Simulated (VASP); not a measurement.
# Ga (Fd-3m) in VASP: vibrations by perturbation theory with PBE

Aim: the vibrations by perturbation theory of Ga with PBE.

Everything below comes from runs of VASP 6.6.1. Logs are shortened: lines on timing, memory, paths and dates and some standing lists are left out, and cuts for length are marked.

### Step 1. The cell of the first run

It takes space group Fd-3m (No. 227, cubic). The conventional cell has a = 5.881 Å, b = 5.881 Å, c = 5.881 Å, α = 90.00°, β = 90.00°, γ = 90.00°. Ga (site symmetry -43m) has 4 Ga at 2.55 Å within 3.4 Å.

### Step 2. Vibrations by perturbation theory, PBE

File INCAR:

```
ALGO = Normal
EDIFF = 1E-8
ENCUT = 520
GGA = PE
IBRION = 8
ISIF = 2
ISMEAR = -1
LASPH = True
LCHARG = False
LREAL = False
LWAVE = False
NELM = 100
NSW = 1
PREC = Accurate
SIGMA = 0.1
```

File KPOINTS:

```
k-points
0
Gamma
  4 4 4
```

File POSCAR:

```
Ga
1.0
    0.0000000000      2.9407300000      2.9407300000
    2.9407300000      0.0000000000      2.9407300000
    2.9407300000      2.9407300000      0.0000000000
Ga
2
Direct
    0.0000000000      0.0000000000      0.0000000000
    0.2500000000      0.2500000000      0.2500000000
```

Potentials or basis: VASP PAW PBE potentials, release 64 (Ga_d).

The run is started by

```bash
$ cat potpaw_PBE.64/Ga_d/POTCAR > POTCAR
$ mpirun -np 1 vasp_std > vasp.out
```

OUTCAR:

```text
EDIFF = 1E-8
   ENCUT = 520
   GGA = PE
   IBRION = 8
   ISIF = 2
   ISMEAR = -1
   LASPH = True
   LREAL = False
   NELM = 100
   NSW = 1
   PREC = Accurate

 ion  position               nearest neighbor table
   1  0.000  0.000  0.000-   2 2.55   2 2.55   2 2.55   2 2.55
   2  0.250  0.250  0.250-   1 2.55   1 2.55   1 2.55   1 2.55

  LATTYP: Found a face centered cubic cell.
 ALAT       =     5.8814600000

  Lattice vectors:

 A1 = (   0.0000000000,   2.9407300000,   2.9407300000)
 A2 = (   2.9407300000,   0.0000000000,   2.9407300000)
 A3 = (   2.9407300000,   2.9407300000,   0.0000000000)

Analysis of symmetry for initial positions (statically):
=====================================================================
 Subroutine PRICEL returns:
 Original cell was already a primitive cell.

 Routine SETGRP: Setting up the symmetry group for a
 face centered cubic supercell.

 Subroutine GETGRP returns: Found 48 space group operations
 (whereof 24 operations were pure point group operations)
 out of a pool of 48 trial point group operations.

The static configuration has the point symmetry T_d .
 The point group associated with its full space group is O_h .

Analysis of symmetry for dynamics (positions and initial velocities):
=====================================================================
 Subroutine PRICEL returns:
 Original cell was already a primitive cell.

 Routine SETGRP: Setting up the symmetry group for a
 face centered cubic supercell.

 Subroutine GETGRP returns: Found 48 space group operations
 (whereof 24 operations were pure point group operations)
 out of a pool of 48 trial point group operations.

The dynamic configuration has the point symmetry T_d .
 The point group associated with its full space group is O_h .

 Subroutine INISYM returns: Found 48 space group operations
 (whereof 24 operations are pure point group operations),
 and found     1 'primitive' translations

----------------------------------------------------------------------------------------

                                     Primitive cell

  volume of cell :      50.8622

  direct lattice vectors                    reciprocal lattice vectors
     0.000000000  2.940730000  2.940730000    -0.170025810  0.170025810  0.170025810
     2.940730000  0.000000000  2.940730000     0.170025810 -0.170025810  0.170025810
     2.940730000  2.940730000  0.000000000     0.170025810  0.170025810 -0.170025810

  length of vectors
     4.158820249  4.158820249  4.158820249     0.294493341  0.294493341  0.294493341

  position of ions in fractional coordinates (direct lattice)
     0.000000000  0.000000000  0.000000000
     0.250000000  0.250000000  0.250000000

  ion indices of the primitive-cell ions
   primitive index   ion index
                 1           1
                 2           2

----------------------------------------------------------------------------------------

 KPOINTS: k-points

Automatic generation of k-mesh.
 Grid dimensions read from file:
 generate k-points for:    4    4    4

 Generating k-lattice:

  Cartesian coordinates                     Fractional coordinates (reciprocal lattice)
    -0.042506452  0.042506452  0.042506452     0.250000000  0.000000000  0.000000000
     0.042506452 -0.042506452  0.042506452     0.000000000  0.250000000  0.000000000
     0.042506452  0.042506452 -0.042506452     0.000000000  0.000000000  0.250000000

  Length of vectors
[... 51 lines left out ...]
   EMIN   =  10.00;   EMAX   =-10.00  energy-range for DOS
   EFERMI =   0.00;   METHOD = LEGACY
   ISMEAR =    -1;   SIGMA  =   0.10  broadening in eV -4-tet -1-fermi 0-gaus
   EFERMI_NEDOS =   21; number of points for ismear=-14 and -15
   IALGO  =     38    algorithm
   IMIX   =      4    mixing-type and parameters
     AMIX     =   0.40;   BMIX     =  1.00
     AMIX_MAG =   1.60;   BMIX_MAG =  1.00
  volume/ion in A,a.u.               =      25.43       171.62
  Fermi-wavevector in a.u.,A,eV,Ry     =   1.308983  2.473620 23.312732  1.713437
  Thomas-Fermi vector in A             =   2.439613
   LORBIT       =      0    0 simple, 1 ext, 2 COOP (PROOUT), +10 PAW based schemes
   GGA     = PE    functional components
   LHFCALC =     F    Hartree Fock is set to
   AEXX    =    0.0000 exact exchange contribution
   IVDW    =     0    specifies the selected vdW correction
   LEPSILON=     F    determine dielectric tensor
   LRPA    =     F    only Hartree local field effects (RPA)
 non-spin polarized calculation
  energy-cutoff  :      520.00
  volume of cell :       50.86
 maximum number of plane-waves:      1384
 NGX is ok and might be reduce to    32
   NGX = 15   NGY = 15   NGZ = 15

--------------------------------------- Ionic step        1  -------------------------------------------

 number of electron      26.0000010 magnetization

 Free energy of the ion-electron system (eV)
  ---------------------------------------------------
  ext. energy  EPLUGINS =         0.00000000
  ---------------------------------------------------
  free energy    TOTEN  =        -5.44859872 eV

  energy without entropy =       -5.39281664  energy(sigma->0) =       -5.42070768

 E-fermi :   2.7649     XC(G=0):  -9.2894

 val. band max:        2.0960381390   @ k =   0.5000   0.5000   0.0000
 cond. band min:       2.7859640210   @ k =   0.5000   0.2500   0.0000
 fundamental gap:      0.6899258820
 Fermi energy:         2.7648834368

 k-point     1 :       0.0000    0.0000    0.0000
  band No.  band energies     occupation
      1     -12.1872      2.00000
      2     -12.1872      2.00000
      3     -12.1872      2.00000
      4     -12.1470      2.00000
      5     -12.1470      2.00000
      6     -11.8445      2.00000
[... 137 lines left out ...]
      4     -12.0659      2.00000
      5     -11.9841      2.00000
      6     -11.9841      2.00000
[... 9 lines left out ...]
     16       9.0695      0.00000
     17       9.1448      0.00000

------------------------ aborting loop because EDIFF is reached ----------------------------------------

  FORCE on cell =-STRESS in cart. coord.  units (eV):
  Direction    XX          YY          ZZ          XY          YZ          ZX
  --------------------------------------------------------------------------------------
  -------------------------------------------------------------------------------------
  Total       -0.0279594     -0.0279594     -0.0279594     -0.0000000      0.0000000     -0.0000000
  in kB       -0.8807303     -0.8807303     -0.8807303     -0.0000000      0.0000000     -0.0000000
  external PRESSURE =      -0.8807303 kB  Pullay stress =       0.0000000 kB

 VOLUME and BASIS-vectors are now :
 -----------------------------------------------------------------------------
  energy-cutoff  :      520.00
  volume of cell :       50.86
      direct lattice vectors                 reciprocal lattice vectors
     0.000000000  2.940730000  2.940730000    -0.170025810  0.170025810  0.170025810
     2.940730000  0.000000000  2.940730000     0.170025810 -0.170025810  0.170025810
     2.940730000  2.940730000  0.000000000     0.170025810  0.170025810 -0.170025810

 POSITION                                       TOTAL-FORCE (eV/Angst)
 -----------------------------------------------------------------------------------
      0.00000      0.00000      0.00000         0.000000      0.000000      0.000000
      1.47036      1.47036      1.47036        -0.000000     -0.000000     -0.000000
 -----------------------------------------------------------------------------------
    total drift:                               -0.000000      0.000000      0.000000

  FREE ENERGIE OF THE ION-ELECTRON SYSTEM (eV)
  ---------------------------------------------------
  free  energy   TOTEN  =        -5.4485987230 eV

  energy  without entropy=       -5.3928166428  energy(sigma->0) =       -5.42070768

[... ionic steps 2 to 3 ...]

--------------------------------------- Ionic step        4  -------------------------------------------

 Free energy of the ion-electron system (eV)
  ---------------------------------------------------
  ---------------------------------------------------
  free energy    TOTEN  =        -0.16484602 eV

  energy without entropy =       -0.16484602

------------------------ aborting loop because EDIFF is reached ----------------------------------------

 INTERNAL STRAIN TENSOR  FOR ION    1  DIRECTION 1   (eV/Angst):
 -----------------------------------------------------------------------------
    -0.01410  0.00000  0.00000
    -0.00000  0.00691  8.80352
     0.00000  8.80352  0.00691

 INTERNAL STRAIN TENSOR FOR ION    2 for displacements in x,y,z  (eV/Angst):
          X           Y           Z          XY          YZ          ZX
  --------------------------------------------------------------------------------
  x     0.00000    -0.00000    -0.00000     0.00000    -8.80352    -0.00000
  y    -0.00000     0.00000    -0.00000     0.00000     0.00000    -8.80352
  z    -0.00000    -0.00000     0.00000    -8.80352    -0.00000     0.00000

 SECOND DERIVATIVES (NOT SYMMETRIZED)
 ------------------------------------
               1X          1Y          1Z          2X          2Y          2Z
  1X    -3.556021    0.000000    0.000000    3.556021    0.000000    0.000000
  1Y     0.000000   -3.556021    0.000000    0.000000    3.556021    0.000000
  1Z     0.000000    0.000000   -3.556021    0.000000    0.000000    3.556021
  2X     3.556021    0.000000    0.000000   -3.556021    0.000000    0.000000
  2Y     0.000000    3.556021    0.000000    0.000000   -3.556021    0.000000
  2Z     0.000000    0.000000    3.556021    0.000000    0.000000   -3.556021

 Eigenvectors and eigenvalues of the dynamical matrix
 ----------------------------------------------------

   1 f  =    4.992980 THz    31.371821 2PiTHz  166.547896 cm-1    20.649298 meV
             X         Y         Z           dx          dy          dz
      0.000000  0.000000  0.000000     0.000000   -0.707107    0.000000
      1.470365  1.470365  1.470365     0.000000    0.707107    0.000000
[... 21 lines left out ...]
   6 f  =    0.000000 THz     0.000000 2PiTHz    0.000000 cm-1     0.000000 meV
             X         Y         Z           dx          dy          dz
      0.000000  0.000000  0.000000     0.000000    0.000000    0.707107
      1.470365  1.470365  1.470365     0.000000    0.000000    0.707107

--------------------------------------------------------------------------------------------------------

 ELASTIC MODULI CONTR FROM IONIC RELAXATION (kBar)
 Direction    XX          YY          ZZ          XY          YZ          ZX
 --------------------------------------------------------------------------------
 XX          -0.0000     -0.0000     -0.0000     -0.0000      0.0000     -0.0000
 YY          -0.0000     -0.0000     -0.0000     -0.0000     -0.0000      0.0000
 ZZ          -0.0000     -0.0000     -0.0000      0.0000     -0.0000     -0.0000
 XY          -0.0000     -0.0000      0.0000   -686.5364      0.0000      0.0000
 YZ           0.0000     -0.0000     -0.0000      0.0000   -686.5364      0.0000
 ZX          -0.0000      0.0000     -0.0000      0.0000      0.0000   -686.5364
 --------------------------------------------------------------------------------
```

Run time: 26 s. Hardware: 1 thread of Intel Xeon 6975P-C (Granite Rapids), shared host; peak memory 0.19 GiB.

Results:

```
Highest phonon frequency at Γ : 167 cm⁻¹
```

Phonon frequencies in cm⁻¹ (negative: imaginary):
```tsv
q point	frequencies
(0.000, 0.000, 0.000)	0 0 0 167 167 167
```

Caveat: the k points lie up to 0.46 Å⁻¹ apart.
